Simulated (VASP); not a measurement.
# Ge (P6_3/mmc) in VASP: further runs

Runs on Ge. Level: PBE. Tasks: single point.

All numbers are computed with VASP 6.6.1; they aren't measurements. Logs are shortened: lines on timing, memory, paths and dates and some standing lists are left out, and cuts for length are marked.

## Step 1: The cell of the first run

Symmetry: P6_3/mmc, No. 194, hexagonal system. The conventional cell has a = 4.151 Å, b = 4.151 Å, c = 12.798 Å, α = 90.00°, β = 90.00°, γ = 120.00°. Within 2.8 Å of Ge (site symmetry 3m) lie 4 Ge at 2.10 to 2.58 Å. Ge (site symmetry 3m) has 4 Ge at 2.41 to 2.58 Å within 3.2 Å.

This isn't the form of Ge at room conditions, which is diamond.

## Step 2: Single point, PBE

INCAR

```
PREC = Accurate
ENCUT = 520
EDIFF = 1E-6
ISMEAR = 0
SIGMA = 0.15
LREAL = F
LASPH = T
NELM = 80
ALGO = Normal
ISIF = 2
LWAVE = F
LCHARG = F
GGA = PE
NBANDS = 66
```

KPOINTS

```
Automatic mesh
0
Gamma
  15 15 4
```

POSCAR

```
Ge
1.0
    4.1505862568      0.0000000000      0.0000000000
   -2.0752931284      3.5945131389      0.0000000000
    0.0000000000      0.0000000000     12.7975026055
Ge
8
Direct
    0.0000000000      0.0000000000      0.4180222316
    0.0000000000      0.0000000000      0.5819777684
    0.0000000000      0.0000000000      0.9180222316
    0.0000000000      0.0000000000      0.0819777684
    0.3333333333      0.6666666667      0.3442031336
    0.6666666667      0.3333333333      0.6557968664
    0.6666666667      0.3333333333      0.8442031336
    0.3333333333      0.6666666667      0.1557968664
```

Potentials or basis: VASP PAW PBE potentials, release 64 (Ge_d).

Command:

```bash
$ cat potpaw_PBE.64/Ge_d/POTCAR > POTCAR
$ mpirun -np 1 vasp_std > vasp.out
```

OUTCAR:

```text
PREC = Accurate
   ENCUT = 520
   EDIFF = 1E-6
   ISMEAR = 0
   LREAL = F
   LASPH = T
   NELM = 80
   ISIF = 2
   GGA = PE

 ion  position               nearest neighbor table
   1  0.000  0.000  0.418-   2 2.10   5 2.58   5 2.58   5 2.58
   2  0.000  0.000  0.582-   1 2.10   6 2.58   6 2.58   6 2.58
   3  0.000  0.000  0.918-   4 2.10   7 2.58   7 2.58   7 2.58
   4  0.000  0.000  0.082-   3 2.10   8 2.58   8 2.58   8 2.58
   5  0.333  0.667  0.344-   8 2.41   1 2.58   1 2.58   1 2.58
   6  0.667  0.333  0.656-   7 2.41   2 2.58   2 2.58   2 2.58
   7  0.667  0.333  0.844-   6 2.41   3 2.58   3 2.58   3 2.58
   8  0.333  0.667  0.156-   5 2.41   4 2.58   4 2.58   4 2.58

  LATTYP: Found a hexagonal cell.
 ALAT       =     4.1505862568
 C/A-ratio  =     3.0833000000

  Lattice vectors:

 A1 = (   4.1505862568,   0.0000000000,   0.0000000000)
 A2 = (  -2.0752931284,   3.5945131389,   0.0000000000)
 A3 = (   0.0000000000,   0.0000000000,  12.7975026055)

Analysis of symmetry for initial positions (statically):
=====================================================================
 Subroutine PRICEL returns:
 Original cell was already a primitive cell.

 Routine SETGRP: Setting up the symmetry group for a
 hexagonal supercell.

 Subroutine GETGRP returns: Found 24 space group operations
 (whereof 12 operations were pure point group operations)
 out of a pool of 24 trial point group operations.

The static configuration has the point symmetry D_3d.
 The point group associated with its full space group is D_6h.

Analysis of symmetry for dynamics (positions and initial velocities):
=====================================================================
 Subroutine PRICEL returns:
 Original cell was already a primitive cell.

 Routine SETGRP: Setting up the symmetry group for a
 hexagonal supercell.

 Subroutine GETGRP returns: Found 24 space group operations
 (whereof 12 operations were pure point group operations)
 out of a pool of 24 trial point group operations.

The dynamic configuration has the point symmetry D_3d.
 The point group associated with its full space group is D_6h.

 Subroutine INISYM returns: Found 24 space group operations
 (whereof 12 operations are pure point group operations),
 and found     1 'primitive' translations

----------------------------------------------------------------------------------------

                                     Primitive cell

  volume of cell :     190.9303

  direct lattice vectors                    reciprocal lattice vectors
     4.150586257  0.000000000  0.000000000     0.240929820  0.139100896  0.000000000
    -2.075293128  3.594513139  0.000000000     0.000000000  0.278201793  0.000000000
     0.000000000  0.000000000 12.797502606     0.000000000  0.000000000  0.078140246

  length of vectors
     4.150586257  4.150586257 12.797502606     0.278201793  0.278201793  0.078140246

  position of ions in fractional coordinates (direct lattice)
     0.000000000  0.000000000  0.418022232
     0.000000000  0.000000000  0.581977768
     0.000000000  0.000000000  0.918022232
     0.000000000  0.000000000  0.081977768
     0.333333333  0.666666667  0.344203134
     0.666666667  0.333333333  0.655796866
     0.666666667  0.333333333  0.844203134
     0.333333333  0.666666667  0.155796866

  ion indices of the primitive-cell ions
   primitive index   ion index
                 1           1
                 2           2
                 3           3
                 4           4
                 5           5
                 6           6
                 7           7
                 8           8

----------------------------------------------------------------------------------------

 KPOINTS: Automatic mesh

Automatic generation of k-mesh.
 Grid dimensions read from file:
 generate k-points for:   15   15    4

 Generating k-lattice:

  Cartesian coordinates                     Fractional coordinates (reciprocal lattice)
     0.016061988  0.009273393  0.000000000     0.066666667  0.000000000  0.000000000
     0.000000000  0.018546786  0.000000000     0.000000000  0.066666667  0.000000000
     0.000000000  0.000000000  0.019535061     0.000000000  0.000000000  0.250000000

  Length of vectors
     0.018546786  0.018546786  0.019535061

  Shift w.r.t. Gamma in fractional coordinates (k-lattice)
     0.000000000  0.000000000  0.000000000

 Subroutine IBZKPT returns following result:
 ===========================================

 Found     81 irreducible k-points:

 Following reciprocal coordinates:
            Coordinates               Weight
  0.000000  0.000000  0.000000      1.000000
  0.066667 -0.000000  0.000000      6.000000
  0.133333  0.000000  0.000000      6.000000
  0.200000 -0.000000  0.000000      6.000000
  0.266667  0.000000  0.000000      6.000000
  0.333333 -0.000000  0.000000      6.000000
[... 16 lines left out ...]
  0.333333  0.200000  0.000000     12.000000
  0.400000  0.200000  0.000000      6.000000
 [... further k-points ...]
   k-points           NKPTS =     81   k-points in BZ     NKDIM =     81   number of bands    NBANDS=     66
   number of dos      NEDOS =    301   number of ions     NIONS =      8
   total plane-waves  NPLWV =  98304
   dimension x,y,z NGX =    32 NGY =   32 NGZ =   96
   dimension x,y,z NGXF=    64 NGYF=   64 NGZF=  192
   ions per type =               8
   NGX,Y,Z   is equivalent  to a cutoff of  12.82, 12.82, 12.47 a.u.
   NGXF,Y,Z  is equivalent  to a cutoff of  25.63, 25.63, 24.94 a.u.
 SYSTEM =  unknown system
   PREC   = accura    normal or accurate (medium, high low for compatibility)
   ISTART =      0    job   : 0-new  1-cont  2-samecut
   ICHARG =      2    charge: 1-file 2-atom 10-const
   ISPIN  =      1    spin polarized calculation?
   LNONCOLLINEAR =      F non collinear calculations
   LSORBIT =      F    spin-orbit coupling
   LASPH  =      T    aspherical Exc in radial PAW
   ENCUT  =  520.0 eV  38.22 Ry    6.18 a.u.   7.72  7.72 23.79*2*pi/ulx,y,z
   NELM   =     80;   NELMIN=  2; NELMDL= -5     # of ELM steps
   EDIFF  = 0.1E-05   stopping-criterion for ELM
   LREAL  =      F    real-space projection
   EDIFFG = 0.1E-04   stopping-criterion for IOM
   NSW    =      0    number of steps for IOM
   IBRION =     -1    ionic relax: 0-MD 1-quasi-New 2-CG
   NFREE  =      0    steps in history (QN), initial steepest desc. (CG)
   ISIF   =      2    stress and relaxation
   ISYM   =      2    0-nonsym 1-usesym 2-fastsym
   POTIM  = 0.5000    time-step for ionic-motion
   TEBEG  =    0.0;   TEEND  =   0.0 temperature during run
   PSTRESS=    0.0 pullay stress
   NELECT =     112.0000    total number of electrons
   NUPDOWN=      -1.0000    fix difference up-down
   EMIN   =  10.00;   EMAX   =-10.00  energy-range for DOS
   EFERMI =   0.00;   METHOD = LEGACY
   ISMEAR =     0;   SIGMA  =   0.15  broadening in eV -4-tet -1-fermi 0-gaus
   EFERMI_NEDOS =   21; number of points for ismear=-14 and -15
   IALGO  =     38    algorithm
   IMIX   =      4    mixing-type and parameters
     AMIX     =   0.40;   BMIX     =  1.00
     AMIX_MAG =   1.60;   BMIX_MAG =  1.00
  volume/ion in A,a.u.               =      23.87       161.06
  Fermi-wavevector in a.u.,A,eV,Ry     =   1.370427  2.589732 25.552698  1.878070
  Thomas-Fermi vector in A             =   2.496214
   LORBIT       =      0    0 simple, 1 ext, 2 COOP (PROOUT), +10 PAW based schemes
   GGA     = PE    functional components
   LHFCALC =     F    Hartree Fock is set to
   AEXX    =    0.0000 exact exchange contribution
   IVDW    =     0    specifies the selected vdW correction
   LEPSILON=     F    determine dielectric tensor
   LRPA    =     F    only Hartree local field effects (RPA)
 non-spin polarized calculation
 Gauss-broadening in eV      SIGMA  =   0.15
  energy-cutoff  :      520.00
  volume of cell :      190.93
 maximum number of plane-waves:      5178
 NGX is ok and might be reduce to    32

 number of electron     111.9999955 magnetization

 Free energy of the ion-electron system (eV)
  ---------------------------------------------------
  ext. energy  EPLUGINS =         0.00000000
  ---------------------------------------------------
  free energy    TOTEN  =       -34.17551537 eV

  energy without entropy =      -34.16946138  energy(sigma->0) =      -34.17248837

 E-fermi :   4.6518     XC(G=0):  -9.6649

 val. band max:        4.5949638626   @ k =   0.0667   0.0667   0.0000
 cond. band min:       4.6561066094   @ k =   0.0667  -0.0000   0.2500
 fundamental gap:      0.0611427468
 Fermi energy:         4.6518149448

 k-point     1 :       0.0000    0.0000    0.0000
  band No.  band energies     occupation
      1     -20.7066      2.00000
      2     -20.7056      2.00000
      3     -20.4561      2.00000
      4     -20.4561      2.00000
      5     -20.4543      2.00000
      6     -20.4543      2.00000
[... 58 lines left out ...]
     65       7.9922      0.00000
     66       7.9924      0.00000

 k-point     2 :       0.0667   -0.0000    0.0000
  band No.  band energies     occupation
      1     -20.7067      2.00000
      2     -20.7058      2.00000
      3     -20.4562      2.00000
      4     -20.4559      2.00000
      5     -20.4541      2.00000
      6     -20.4540      2.00000
[... 58 lines left out ...]
     65       7.9628      0.00000
     66       8.0491      0.00000

 k-point     3 :       0.1333    0.0000    0.0000
  band No.  band energies     occupation
      1     -20.7071      2.00000
      2     -20.7060      2.00000
      3     -20.4563      2.00000
      4     -20.4551      2.00000
      5     -20.4533      2.00000
      6     -20.4529      2.00000
[... 1438 lines left out ...]
     65       9.2073      0.00000
     66       9.4933      0.00000

 k-point    24 :       0.4000    0.2000    0.0000
  band No.  band energies     occupation
      1     -20.7100      2.00000
      2     -20.7081      2.00000
      3     -20.4542      2.00000
      4     -20.4506      2.00000
      5     -20.4467      2.00000
      6     -20.4448      2.00000
[... 58 lines left out ...]
     65       9.1375      0.00000
     66       9.7131      0.00000

 [... further k-points ...]
[... 5 lines left out ...]
  --------------------------------------------------------------------------------------
  -------------------------------------------------------------------------------------
  Total       -5.3758974     -5.3758974     24.2117177      0.0000000      0.0000000      0.0000000
  in kB      -45.1114518    -45.1114518    203.1708688      0.0000000      0.0000000      0.0000000
  external PRESSURE =      37.6493217 kB  Pullay stress =       0.0000000 kB

 VOLUME and BASIS-vectors are now :
 -----------------------------------------------------------------------------
  energy-cutoff  :      520.00
  volume of cell :      190.93
      direct lattice vectors                 reciprocal lattice vectors
     4.150586257  0.000000000  0.000000000     0.240929820  0.139100896  0.000000000
    -2.075293128  3.594513139  0.000000000     0.000000000  0.278201793  0.000000000
     0.000000000  0.000000000 12.797502606     0.000000000  0.000000000  0.078140246

 POSITION                                       TOTAL-FORCE (eV/Angst)
 -----------------------------------------------------------------------------------
      0.00000      0.00000      5.34964        -0.000000      0.000000     -5.877889
      0.00000      0.00000      7.44786         0.000000     -0.000000      5.877889
      0.00000      0.00000     11.74839         0.000000     -0.000000     -5.877889
      0.00000      0.00000      1.04911        -0.000000      0.000000      5.877889
     -0.00000      2.39634      4.40494         0.000000     -0.000000      1.110867
      2.07529      1.19817      8.39256        -0.000000      0.000000     -1.110867
      2.07529      1.19817     10.80369        -0.000000      0.000000      1.110867
     -0.00000      2.39634      1.99381         0.000000     -0.000000     -1.110867
 -----------------------------------------------------------------------------------
    total drift:                               -0.000000      0.000000     -0.000000

  FREE ENERGIE OF THE ION-ELECTRON SYSTEM (eV)
  ---------------------------------------------------
  free  energy   TOTEN  =       -34.1755153670 eV

  energy  without entropy=      -34.1694613771  energy(sigma->0) =      -34.17248837
```

Run time: 8.2 min. Hardware: 1 thread of Intel Xeon 6975P-C (Granite Rapids), shared host; peak memory 0.74 GiB.

What came out:

- Free energy: -34.1755 eV
- Pressure: 3.8 GPa
- Largest force: 5.878 eV/Å
- Band gap on the k mesh: zero (bands 56 and 57 overlap by 0.46 eV)

Forces in eV/Å, atoms in the order of the input:
```
Ge   0.000  0.000 -5.878
Ge   0.000  0.000  5.878
Ge   0.000  0.000 -5.878
Ge   0.000  0.000  5.878
Ge   0.000  0.000  1.111
Ge   0.000  0.000 -1.111
Ge   0.000  0.000  1.111
Ge   0.000  0.000 -1.111
```

Caveat: the stress differs along the axes, from -5 to 20 GPa; semilocal functionals underestimate gaps, and a narrow one can read as zero; forces of over 1 eV/Å act on the atoms, so gaps and moduli don't describe the material at rest.

## Step 3: Single point, PBE

This run uses another cell than the first one, of the same volume but with other edges.

INCAR

```
ALGO = Fast ; EDIFF = 1E-6
ENCUT = 520 ; GGA = PE
ISIF = 2 ; ISMEAR = 0
LASPH = T ; LCHARG = F
LREAL = F ; LWAVE = F
NBANDS = 66 ; NELM = 100
PREC = Accurate ; SIGMA = 0.15
```

KPOINTS

```
k-points
0
Gamma
  15 15 4
```

POSCAR

```
Ge
1.0
    4.0933312841      0.0000000000      0.0000000000
   -2.0466656421      3.5449288781      0.0000000000
    0.0000000000      0.0000000000     13.1580134127
Ge
8
Direct
    0.0000000000      0.0000000000      0.4039628952
    0.0000000000      0.0000000000      0.5960371048
    0.0000000000      0.0000000000      0.9039628952
    0.0000000000      0.0000000000      0.0960371048
    0.3333333333      0.6666666667      0.3442031336
    0.6666666667      0.3333333333      0.6557968664
    0.6666666667      0.3333333333      0.8442031336
    0.3333333333      0.6666666667      0.1557968664
```

Potentials or basis: VASP PAW PBE potentials, release 64 (Ge_d).

Command:

```bash
$ cat potpaw_PBE.64/Ge_d/POTCAR > POTCAR
$ mpirun -np 1 vasp_std > vasp.out
```

OUTCAR:

```text
EDIFF = 1E-6
   ENCUT = 520
   GGA = PE
   ISIF = 2
   ISMEAR = 0
   LASPH = T
   LREAL = F
   NELM = 100
   PREC = Accurate

 ion  position               nearest neighbor table
   1  0.000  0.000  0.404-   5 2.49   5 2.49   5 2.49   2 2.53
   2  0.000  0.000  0.596-   6 2.49   6 2.49   6 2.49   1 2.53
   3  0.000  0.000  0.904-   7 2.49   7 2.49   7 2.49   4 2.53
   4  0.000  0.000  0.096-   8 2.49   8 2.49   8 2.49   3 2.53
   5  0.333  0.667  0.344-   8 2.48   1 2.49   1 2.49   1 2.49
   6  0.667  0.333  0.656-   7 2.48   2 2.49   2 2.49   2 2.49
   7  0.667  0.333  0.844-   6 2.48   3 2.49   3 2.49   3 2.49
   8  0.333  0.667  0.156-   5 2.48   4 2.49   4 2.49   4 2.49

  LATTYP: Found a hexagonal cell.
 ALAT       =     4.0933312841
 C/A-ratio  =     3.2145000000

  Lattice vectors:

 A1 = (   4.0933312841,   0.0000000000,   0.0000000000)
 A2 = (  -2.0466656421,   3.5449288781,   0.0000000000)
 A3 = (   0.0000000000,   0.0000000000,  13.1580134127)

Analysis of symmetry for initial positions (statically):
=====================================================================
[... 188 lines left out ...]

 val. band max:        4.4995002889   @ k =   0.0667   0.0000   0.0000
 cond. band min:       4.6411493787   @ k =   0.0000   0.0000   0.0000
 fundamental gap:      0.1416490897
 Fermi energy:         4.5026590051

 k-point     1 :       0.0000    0.0000    0.0000
  band No.  band energies     occupation
      1     -20.2814      2.00000
      2     -20.2814      2.00000
      3     -20.2764      2.00000
      4     -20.2764      2.00000
      5     -20.2679      2.00000
      6     -20.2679      2.00000
[... 1645 lines left out ...]
     65       8.7197      0.00000
     66      10.0869      0.00000

 [... further k-points ...]
[... 5 lines left out ...]
  --------------------------------------------------------------------------------------
  -------------------------------------------------------------------------------------
  Total       -0.6732270     -0.6732270      1.2740779      0.0000000     -0.0000000      0.0000000
  in kB       -5.6493354     -5.6493354     10.6913320      0.0000000     -0.0000000      0.0000000
  external PRESSURE =      -0.2024463 kB  Pullay stress =       0.0000000 kB

 VOLUME and BASIS-vectors are now :
 -----------------------------------------------------------------------------
  energy-cutoff  :      520.00
  volume of cell :      190.93
      direct lattice vectors                 reciprocal lattice vectors
     4.093331284  0.000000000  0.000000000     0.244299797  0.141046553  0.000000000
    -2.046665642  3.544928878  0.000000000     0.000000000  0.282093107  0.000000000
     0.000000000  0.000000000 13.158013413     0.000000000  0.000000000  0.075999315

 POSITION                                       TOTAL-FORCE (eV/Angst)
 -----------------------------------------------------------------------------------
      0.00000      0.00000      5.31535         0.000000      0.000000      0.446106
      0.00000      0.00000      7.84266         0.000000     -0.000000     -0.446106
      0.00000      0.00000     11.89436         0.000000     -0.000000      0.446106
      0.00000      0.00000      1.26366         0.000000      0.000000     -0.446106
     -0.00000      2.36329      4.52903         0.000000      0.000000      0.064211
      2.04667      1.18164      8.62898        -0.000000     -0.000000     -0.064211
      2.04667      1.18164     11.10804        -0.000000      0.000000      0.064211
     -0.00000      2.36329      2.04998        -0.000000     -0.000000     -0.064211
 -----------------------------------------------------------------------------------
    total drift:                               -0.000000      0.000000      0.000000

  FREE ENERGIE OF THE ION-ELECTRON SYSTEM (eV)
  ---------------------------------------------------
  free  energy   TOTEN  =       -36.0344745459 eV

  energy  without entropy=      -36.0322960998  energy(sigma->0) =      -36.03338532
```

stdout:

```text
POSCAR found type information on POSCAR Ge
 POSCAR found :  1 types and       8 ions
 scaLAPACK will be used
 LDA part: xc-table for (Slater+PW92), standard interpolation
 POSCAR, INCAR and KPOINTS ok, starting setup
 FFT: planning ... GRIDC
 FFT: planning ... GRID_SOFT
 FFT: planning ... GRID
 WAVECAR not read
 entering main loop
WARNING in EDDRMM: call to ZHEGV failed, returncode =   8  4     60
```

Wall time 17 min (1 thread of Oxide Virtual Turin-like, shared host); peak memory 0.7 GiB.

Results:

```
Free energy            : -36.0345 eV
Pressure               : 0.0 GPa
Largest force          : 0.446 eV/Å
Band gap on the k mesh : zero (bands 56 and 57 overlap by 0.19 eV)
```

Forces in eV/Å, atoms in the order of the input:
```
Ge   0.000  0.000  0.446
Ge   0.000  0.000 -0.446
Ge   0.000  0.000  0.446
Ge   0.000  0.000 -0.446
Ge   0.000  0.000  0.064
Ge   0.000  0.000 -0.064
Ge   0.000  0.000  0.064
Ge   0.000  0.000 -0.064
```

Levels at points of the mesh, in eV from the Fermi level:
```
           k point  band 52  band 53  band 54  band 55  band 56  band 57  band 58  band 59  band 60  band 61
(0.00, 0.00, 0.00)    -0.82    -0.82    -0.39    -0.39    -0.03    -0.03     0.14     0.17     0.51     2.36
(0.00, 0.00, 0.50)    -1.34    -0.35    -0.35    -0.35    -0.35    -0.19    -0.19     0.86     0.86     2.71
```

Caveat: semilocal functionals underestimate gaps, and a narrow one can read as zero.

(Continued in part 2 of 2.)

The gap in the log of VASP goes by the Fermi energy; the results here count the filled bands.